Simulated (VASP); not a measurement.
A run of VASP 6.6.1 is set up as follows.

INCAR

```
SYSTEM = Au
ALGO = Fast
EDIFF = 1E-7
ENCUT = 520
GGA = PS
ISIF = 2
ISMEAR = 0
LASPH = .True.
LCHARG = .False.
LREAL = .False.
LWAVE = .False.
NBANDS = 12
NELM = 80
PREC = Accurate
SIGMA = 0.15
```

File KPOINTS:

```
k-points
0
Gamma
  22 22 22
  0 0 0
```

The input POSCAR:

```
Au
1.0
   -1.5184898360      1.5184898360      1.9740367868
    1.5184898360     -1.5184898360      1.9740367868
    1.5184898360      1.5184898360     -1.9740367868
Au
1
Direct
    0.0000000000      0.0000000000      0.0000000000
```

Potentials or basis: VASP PAW PBE potentials, release 64 (Au).

Command:

```bash
$ cat potpaw_PBE.64/Au/POTCAR > POTCAR
$ mpirun -np 1 vasp_std > vasp.out
```

Task: Predict the band gap on the k mesh.

Result: Zero (an odd number of electrons rules out a gap without spin polarisation).

Task: What does it give for the pressure?

Result: -9.7 GPa.

Stress tensor (GPa, compression positive):
```
-10.08   0.00   0.00
  0.00 -10.08   0.00
  0.00   0.00  -9.01
```

Caveat: the cell stands under tension; the PAW data sets were made with another functional, which shifts forces and pressure a little; spin-orbit coupling is left out, which moves the levels of the heavy elements.
